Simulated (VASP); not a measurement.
# WS2 in VASP: single point with r2SCAN

Aim: the single point of WS2 with r2SCAN.

All numbers are computed with VASP 6.6.1; they aren't measurements. Logs are shortened: lines on timing, memory, paths and dates and some standing lists are left out, and cuts for length are marked.

## Step 1: The cell of the first run

The cell holds a slab with vacuum, 3 atoms: a = 3.184 Å, b = 3.184 Å, c = 16.951 Å, α = 90.00°, β = 90.00°, γ = 120.00°.

## Step 2: Single point, r2SCAN

The input, POSCAR:

```
WS2
1.0
    3.1835163552      0.0000000000      0.0000000000
   -1.5917581776      2.7570060369      0.0000000000
    0.0000000000      0.0000000000     16.9505778900
W S
1 2
Direct
    0.3333333333      0.6666666667      0.0000000000
    0.6666666667      0.3333333333      0.9079994900
    0.6666666667      0.3333333333      0.0920005100
```

The input, INCAR.step1:

```
ALGO     = Normal         # electronic algorithm
EDIFF    = 1E-4           # SCF threshold, eV
ENCUT    = 520            # plane-wave cutoff, eV
GGA      = PE             # functional
ISMEAR   = 0              # smearing method
LASPH    = True           # aspherical terms in the spheres
LCHARG   = False          # write CHGCAR
LREAL    = False          # projectors in reciprocal space
LWAVE    = True           # write WAVECAR
NBANDS   = 20             # bands
NELM     = 80             # most SCF steps
PREC     = Accurate       # precision mode
SIGMA    = 0.05           # smearing width, eV
```

The input, INCAR.step2:

```
ALGO     = Normal         # electronic algorithm
EDIFF    = 1E-6           # SCF threshold, eV
ENCUT    = 520            # plane-wave cutoff, eV
ISIF     = 2              # what is computed and relaxed
ISMEAR   = 0              # smearing method
ISTART   = 1            
LASPH    = True           # aspherical terms in the spheres
LCHARG   = False          # write CHGCAR
LMIXTAU  = True         
LREAL    = False          # projectors in reciprocal space
LWAVE    = False          # write WAVECAR
METAGGA  = R2SCAN         # meta-GGA
NBANDS   = 20             # bands
NELM     = 80             # most SCF steps
PREC     = Accurate       # precision mode
SIGMA    = 0.05           # smearing width, eV
```

The input, KPOINTS:

```
k-points
0
Gamma
  12 12 2
```

Potentials or basis: VASP PAW PBE potentials, release 64 (W_sv, S).

The run is started by

```console
cat potpaw_PBE.64/W_sv/POTCAR potpaw_PBE.64/S/POTCAR > POTCAR
cp INCAR.step1 INCAR
mpirun -np 1 vasp_std > vasp.out
cp INCAR.step2 INCAR
mpirun -np 1 vasp_std > vasp.out
```

OUTCAR:

```text
EDIFF = 1E-6
   ENCUT = 520
   ISIF = 2
   ISMEAR = 0
   ISTART = 1
   LASPH = True
   LREAL = False
   METAGGA = R2SCAN
   NELM = 80
   PREC = Accurate

 ion  position               nearest neighbor table
   1  0.333  0.667  0.000-   2 2.41   3 2.41   2 2.41   3 2.41   2 2.41   3 2.41
   2  0.667  0.333  0.908-   1 2.41   1 2.41   1 2.41
   3  0.667  0.333  0.092-   1 2.41   1 2.41   1 2.41

  LATTYP: Found a hexagonal cell.
 ALAT       =     3.1835163552
 C/A-ratio  =     5.3244827413

  Lattice vectors:

 A1 = (   3.1835163552,   0.0000000000,   0.0000000000)
 A2 = (  -1.5917581776,   2.7570060369,   0.0000000000)
 A3 = (   0.0000000000,   0.0000000000,  16.9505778900)

Analysis of symmetry for initial positions (statically):
=====================================================================
 Subroutine PRICEL returns:
 Original cell was already a primitive cell.

 Routine SETGRP: Setting up the symmetry group for a
 hexagonal supercell.

 Subroutine GETGRP returns: Found 12 space group operations
 (whereof 12 operations were pure point group operations)
 out of a pool of 24 trial point group operations.

The static configuration has the point symmetry D_3h.

Analysis of symmetry for dynamics (positions and initial velocities):
=====================================================================
 Subroutine PRICEL returns:
 Original cell was already a primitive cell.

 Routine SETGRP: Setting up the symmetry group for a
 hexagonal supercell.

 Subroutine GETGRP returns: Found 12 space group operations
 (whereof 12 operations were pure point group operations)
 out of a pool of 24 trial point group operations.

The dynamic configuration has the point symmetry D_3h.

 Subroutine INISYM returns: Found 12 space group operations
 (whereof 12 operations are pure point group operations),
 and found     1 'primitive' translations

----------------------------------------------------------------------------------------

                                     Primitive cell

  volume of cell :     148.7748

  direct lattice vectors                    reciprocal lattice vectors
     3.183516355  0.000000000  0.000000000     0.314118066  0.181356150  0.000000000
    -1.591758178  2.757006037  0.000000000     0.000000000  0.362712300  0.000000000
     0.000000000  0.000000000 16.950577890     0.000000000  0.000000000  0.058995039

  length of vectors
     3.183516355  3.183516355 16.950577890     0.362712300  0.362712300  0.058995039

  position of ions in fractional coordinates (direct lattice)
     0.333333333  0.666666667  0.000000000
     0.666666667  0.333333333  0.907999490
     0.666666667  0.333333333  0.092000510

  ion indices of the primitive-cell ions
   primitive index   ion index
                 1           1
                 2           2
                 3           3

----------------------------------------------------------------------------------------

 KPOINTS: k-points

Automatic generation of k-mesh.
 Grid dimensions read from file:
 generate k-points for:   12   12    2

 Generating k-lattice:

  Cartesian coordinates                     Fractional coordinates (reciprocal lattice)
     0.026176505  0.015113012  0.000000000     0.083333333 -0.000000000  0.000000000
     0.000000000  0.030226025  0.000000000     0.000000000  0.083333333  0.000000000
     0.000000000  0.000000000  0.029497519     0.000000000  0.000000000  0.500000000

  Length of vectors
     0.030226025  0.030226025  0.029497519

  Shift w.r.t. Gamma in fractional coordinates (k-lattice)
     0.000000000  0.000000000  0.000000000

 Subroutine IBZKPT returns following result:
 ===========================================

 Found     38 irreducible k-points:

 Following reciprocal coordinates:
            Coordinates               Weight
  0.000000  0.000000  0.000000      1.000000
  0.083333  0.000000  0.000000      6.000000
  0.166667  0.000000  0.000000      6.000000
  0.250000  0.000000  0.000000      6.000000
  0.333333 -0.000000  0.000000      6.000000
  0.416667  0.000000  0.000000      6.000000
[... 16 lines left out ...]
  0.250000  0.000000  0.500000      6.000000
  0.333333 -0.000000  0.500000      6.000000
 [... further k-points ...]
   k-points           NKPTS =     38   k-points in BZ     NKDIM =     38   number of bands    NBANDS=     20
   number of dos      NEDOS =    301   number of ions     NIONS =      3
   total plane-waves  NPLWV =  72576
   dimension x,y,z NGX =    24 NGY =   24 NGZ =  126
   dimension x,y,z NGXF=    48 NGYF=   48 NGZF=  252
   ions per type =               1   2
   NGX,Y,Z   is equivalent  to a cutoff of  12.53, 12.53, 12.36 a.u.
   NGXF,Y,Z  is equivalent  to a cutoff of  25.07, 25.07, 24.72 a.u.
 SYSTEM =  unknown system
   PREC   = accura    normal or accurate (medium, high low for compatibility)
   ISTART =      1    job   : 0-new  1-cont  2-samecut
   ICHARG =      0    charge: 1-file 2-atom 10-const
   ISPIN  =      1    spin polarized calculation?
   LNONCOLLINEAR =      F non collinear calculations
   LSORBIT =      F    spin-orbit coupling
   LASPH  =      T    aspherical Exc in radial PAW
   ENCUT  =  520.0 eV  38.22 Ry    6.18 a.u.   5.92  5.92 31.52*2*pi/ulx,y,z
   NELM   =     80;   NELMIN=  2; NELMDL=  0     # of ELM steps
   EDIFF  = 0.1E-05   stopping-criterion for ELM
   LREAL  =      F    real-space projection
   EDIFFG = 0.1E-04   stopping-criterion for IOM
   NSW    =      0    number of steps for IOM
   IBRION =     -1    ionic relax: 0-MD 1-quasi-New 2-CG
   NFREE  =      0    steps in history (QN), initial steepest desc. (CG)
   ISIF   =      2    stress and relaxation
   ISYM   =      2    0-nonsym 1-usesym 2-fastsym
   POTIM  = 0.5000    time-step for ionic-motion
   TEBEG  =    0.0;   TEEND  =   0.0 temperature during run
   PSTRESS=    0.0 pullay stress
   NELECT =      26.0000    total number of electrons
   NUPDOWN=      -1.0000    fix difference up-down
   EMIN   =  10.00;   EMAX   =-10.00  energy-range for DOS
   EFERMI =   0.00;   METHOD = LEGACY
   ISMEAR =     0;   SIGMA  =   0.05  broadening in eV -4-tet -1-fermi 0-gaus
   EFERMI_NEDOS =   21; number of points for ismear=-14 and -15
   IALGO  =     38    algorithm
   IMIX   =      4    mixing-type and parameters
     AMIX     =   0.40;   BMIX     =  1.00
     AMIX_MAG =   1.60;   BMIX_MAG =  1.00
  volume/ion in A,a.u.               =      49.59       334.66
  Fermi-wavevector in a.u.,A,eV,Ry     =   0.915285  1.729637 11.398226  0.837746
  Thomas-Fermi vector in A             =   2.040009
   LORBIT       =      0    0 simple, 1 ext, 2 COOP (PROOUT), +10 PAW based schemes
   METAGGA = R2SCAN    functional components
   LHFCALC =     F    Hartree Fock is set to
   AEXX    =    0.0000 exact exchange contribution
   IVDW    =     0    specifies the selected vdW correction
   LEPSILON=     F    determine dielectric tensor
   LRPA    =     F    only Hartree local field effects (RPA)
 non-spin polarized calculation
 Gauss-broadening in eV      SIGMA  =   0.05
  energy-cutoff  :      520.00
  volume of cell :      148.77
 maximum number of plane-waves:      4032
 NGX is ok and might be reduce to    24
   NGX = 11   NGY = 11   NGZ = 63

 number of electron      25.9999999 magnetization

 Free energy of the ion-electron system (eV)
  ---------------------------------------------------
  ext. energy  EPLUGINS =         0.00000000
  ---------------------------------------------------
  free energy    TOTEN  =       -70.04094460 eV

  energy without entropy =      -70.04094460  energy(sigma->0) =      -70.04094460

 E-fermi :  -0.9384     XC(G=0):  -4.5920

 val. band max:       -1.3858681180   @ k =   0.0000   0.0000   0.5000
 cond. band min:       0.5123828996   @ k =   0.3333   0.3333   0.0000
 fundamental gap:      1.8982510177
 Fermi energy:        -0.9383875741

 k-point     1 :       0.0000    0.0000    0.0000
  band No.  band energies     occupation
      1     -77.3647      2.00000
      2     -40.9501      2.00000
      3     -40.7987      2.00000
      4     -40.7987      2.00000
      5     -16.8779      2.00000
      6     -15.1425      2.00000
[... 12 lines left out ...]
     19       4.6510      0.00000
     20       4.7669      0.00000

 k-point     2 :       0.0833    0.0000    0.0000
  band No.  band energies     occupation
      1     -77.3634      2.00000
      2     -40.9456      2.00000
      3     -40.8231      2.00000
      4     -40.8043      2.00000
      5     -16.7591      2.00000
      6     -15.1003      2.00000
[... 12 lines left out ...]
     19       4.9038      0.00000
     20       5.0425      0.00000

 k-point     3 :       0.1667    0.0000    0.0000
  band No.  band energies     occupation
      1     -77.3600      2.00000
      2     -40.9334      2.00000
      3     -40.8891      2.00000
      4     -40.8197      2.00000
      5     -16.4210      2.00000
      6     -14.9808      2.00000
[... 12 lines left out ...]
     19       5.3018      0.00000
     20       5.9310      0.00000

 k-point     4 :       0.2500    0.0000    0.0000
  band No.  band energies     occupation
      1     -77.3552      2.00000
      2     -40.9781      2.00000
      3     -40.9166      2.00000
      4     -40.8406      2.00000
      5     -15.9198      2.00000
      6     -14.8059      2.00000
[... 12 lines left out ...]
     19       5.9119      0.00000
     20       6.4490      0.00000

 k-point     5 :       0.3333   -0.0000    0.0000
  band No.  band energies     occupation
      1     -77.3505      2.00000
      2     -41.0659      2.00000
      3     -40.8998      2.00000
      4     -40.8614      2.00000
      5     -15.3549      2.00000
      6     -14.6144      2.00000
[... 12 lines left out ...]
     19       6.4437      0.00000
     20       6.5244      0.00000

 k-point     6 :       0.4167    0.0000    0.0000
  band No.  band energies     occupation
      1     -77.3470      2.00000
      2     -41.1293      2.00000
      3     -40.8874      2.00000
      4     -40.8766      2.00000
      5     -14.8810      2.00000
      6     -14.4612      2.00000
[... 12 lines left out ...]
     19       6.7220      0.00000
     20       6.8865      0.00000

 k-point     7 :       0.5000    0.0000    0.0000
  band No.  band energies     occupation
      1     -77.3457      2.00000
      2     -41.1523      2.00000
      3     -40.8829      2.00000
      4     -40.8822      2.00000
      5     -14.6894      2.00000
      6     -14.4019      2.00000
[... 12 lines left out ...]
     19       6.8050      0.00000
     20       7.1467      0.00000
[... 277 lines left out ...]
 k-point    20 :       0.0000    0.0000    0.5000
  band No.  band energies     occupation
      1     -77.3647      2.00000
      2     -40.9501      2.00000
      3     -40.7987      2.00000
      4     -40.7987      2.00000
      5     -16.8779      2.00000
      6     -15.1425      2.00000
[... 12 lines left out ...]
     19       4.4304      0.00000
     20       4.9334      0.00000

 k-point    21 :       0.0833    0.0000    0.5000
  band No.  band energies     occupation
      1     -77.3634      2.00000
      2     -40.9456      2.00000
      3     -40.8231      2.00000
      4     -40.8043      2.00000
      5     -16.7591      2.00000
      6     -15.1003      2.00000
[... 12 lines left out ...]
     19       4.6176      0.00000
     20       5.2643      0.00000

 k-point    22 :       0.1667    0.0000    0.5000
  band No.  band energies     occupation
      1     -77.3600      2.00000
      2     -40.9334      2.00000
      3     -40.8891      2.00000
      4     -40.8197      2.00000
      5     -16.4210      2.00000
      6     -14.9808      2.00000
[... 12 lines left out ...]
     19       5.1551      0.00000
     20       6.3051      0.00000

 k-point    23 :       0.2500    0.0000    0.5000
  band No.  band energies     occupation
      1     -77.3552      2.00000
      2     -40.9781      2.00000
      3     -40.9166      2.00000
      4     -40.8406      2.00000
      5     -15.9198      2.00000
      6     -14.8059      2.00000
[... 12 lines left out ...]
     19       5.7043      0.00000
     20       6.8428      0.00000

 k-point    24 :       0.3333   -0.0000    0.5000
  band No.  band energies     occupation
      1     -77.3505      2.00000
      2     -41.0659      2.00000
      3     -40.8998      2.00000
      4     -40.8614      2.00000
      5     -15.3549      2.00000
      6     -14.6144      2.00000
[... 12 lines left out ...]
     19       6.4011      0.00000
     20       6.5625      0.00000

 [... further k-points ...]

------------------------ aborting loop because EDIFF is reached ----------------------------------------

  FORCE on cell =-STRESS in cart. coord.  units (eV):
  Direction    XX          YY          ZZ          XY          YZ          ZX
  --------------------------------------------------------------------------------------
  -------------------------------------------------------------------------------------
  Total       -0.0294647     -0.0294647     -0.0328290      0.0000000     -0.0000000      0.0000000
  in kB       -0.3173098     -0.3173098     -0.3535405      0.0000000     -0.0000000      0.0000000
  external PRESSURE =      -0.3293867 kB  Pullay stress =       0.0000000 kB

 VOLUME and BASIS-vectors are now :
 -----------------------------------------------------------------------------
  energy-cutoff  :      520.00
  volume of cell :      148.77
      direct lattice vectors                 reciprocal lattice vectors
     3.183516355  0.000000000  0.000000000     0.314118066  0.181356150  0.000000000
    -1.591758178  2.757006037  0.000000000     0.000000000  0.362712300  0.000000000
     0.000000000  0.000000000 16.950577890     0.000000000  0.000000000  0.058995039

 POSITION                                       TOTAL-FORCE (eV/Angst)
 -----------------------------------------------------------------------------------
     -0.00000      1.83800      0.00000         0.000000      0.000000      0.000000
      1.59176      0.91900     15.39112        -0.000000     -0.000000      0.002926
      1.59176      0.91900      1.55946         0.000000      0.000000     -0.002926
 -----------------------------------------------------------------------------------
    total drift:                                0.000002     -0.000001     -0.000000

  FREE ENERGIE OF THE ION-ELECTRON SYSTEM (eV)
  ---------------------------------------------------
  free  energy   TOTEN  =       -70.0409445980 eV

  energy  without entropy=      -70.0409445980  energy(sigma->0) =      -70.04094460
```

Wall time 11 min (1 thread of Intel Xeon 8259CL, shared host); peak memory 0.35 GiB.

What came out:

| Item | Value |
| --- | --- |
| Free energy | -70.0409 eV |
| Band gap on the k mesh | 1.90 eV (least direct gap 1.92 eV) |

Forces on the atoms (eV/Å):
```
W    0.000  0.000  0.000
S    0.000  0.000  0.003
S    0.000  0.000 -0.003
```

Caveat: the PAW data sets were made with another functional, which shifts forces and pressure a little; spin-orbit coupling is left out, which moves the levels of the heavy elements.
